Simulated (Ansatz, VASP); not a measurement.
**SiF in VASP and in Ansatz**

File INCAR:

```
PREC = Accurate ; ENCUT = 520
EDIFF = 1E-7 ; ISMEAR = -1
SIGMA = 0.04 ; LREAL = False
LASPH = True ; NELM = 80
ALGO = Normal ; ISIF = 2
LWAVE = False ; LCHARG = False
GGA = PE ; NBANDS = 12
```

KPOINTS

```
regular mesh
0
Gamma
  5 5 5
```

File POSCAR:

```
SiF
1.0
    3.0286000000      0.0000000000      0.0000000000
    0.0000000000      3.0286000000      0.0000000000
    0.0000000000      0.0000000000      3.0286000000
Si F
1 1
Direct
    0.5000000000      0.5000000000      0.5000000000
    0.0000000000      0.0000000000      0.0000000000
```

input.yaml

```yaml
crystal:
  lattice:
    - [3.0286, 0.0, 0.0]
    - [0.0, 3.0286, 0.0]
    - [0.0, 0.0, 3.0286]
  atoms:
    - { symbol: Si, position: [0.5, 0.5, 0.5] }
    - { symbol: F, position: [0.0, 0.0, 0.0] }
kpoints:
  mp_grid: { grid: [5, 5, 5] }
scf:
  occupations: { method: fermi_dirac, width: 0.04 }
hamiltonian:
  xc: pbe
  pseudopotentials: { kind: all_electron, lapw: { basis_error: 0.002 } }
output:
  forces: true
  stress: true
  eigenvalues: true
```

Alike in both runs: task single point; functional PBE; k mesh 5 × 5 × 5; occupations fermi-dirac, width 0.04 eV; no spin polarisation.

|  | VASP | Ansatz |
| --- | --- | --- |
| version | VASP 6.6.1 | Ansatz 0.2.0 |
| potentials or method | VASP PAW PBE potentials, release 64 (Si, F), cutoff 520 eV | all-electron LAPW, scalar-relativistic |

Ansatz gave:

* gap on the k mesh at the Fermi level (eV): none
* pressure (GPa): -0.3

What did VASP give for the same quantities?

gap on the k mesh at the Fermi level (eV): none; pressure (GPa): -0.5.

A gap of «none» marks a metal or a gap that the smearing closes. Ansatz ran all-electron here, and VASP with PAW potentials.

The k mesh is coarse, so the values compare programs but aren't converged. Noted on Ansatz's run: the k mesh is thin for a metal, which can move the energy by tens of meV per atom.
